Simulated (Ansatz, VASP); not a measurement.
MgSc2C2: VASP beside Ansatz

```
CELL_PARAMETERS angstrom
-2.01554 2.55824 3.89535
2.01554 -2.55824 3.89535
2.01554 2.55824 -3.89535
ATOMIC_POSITIONS crystal
Mg 0.00000 0.00000 0.00000
Sc 0.29828 0.79828 0.50000
Sc 0.70172 0.20172 0.50000
C 0.73279 0.50000 0.23279
C 0.26721 0.50000 0.76721
```

Change from the starting cell: species swapped into the Tm2GaNi2 type (Immm, No. 71).

Alike in both runs: task relaxation of cell and atoms; functional PBE; k mesh 6 × 6 × 6; occupations gaussian, width 0.1 eV; no spin polarisation.

|  | VASP | Ansatz |
| --- | --- | --- |
| version | VASP 6.6.1 | Ansatz 0.2.0 |
| potentials or method | VASP PAW PBE potentials, release 64 (Mg, Sc_sv, C), cutoff 600 eV | scalar-relativistic, plane waves, PAW |
| valence electrons in the cell | 32 | 40 |

```tsv
	VASP	Ansatz	Ansatz less VASP
gap on the k mesh at the Fermi level, each at its own relaxed structure (eV)	none	none	-
relaxed volume (Å³/atom)	13.45	13.40	-0.046
relaxed cell length with the largest relative difference (Å)	5.088	5.072	-0.0156
```

A gap of «none» marks a metal or a gap that the smearing closes. VASP's potentials hold 32 valence electrons a cell and Ansatz's 40, so a difference there can come from the potentials and not from the codes.

Noted on VASP's run: the volume moved by over 15 % at a fixed basis, so the end points are rough.
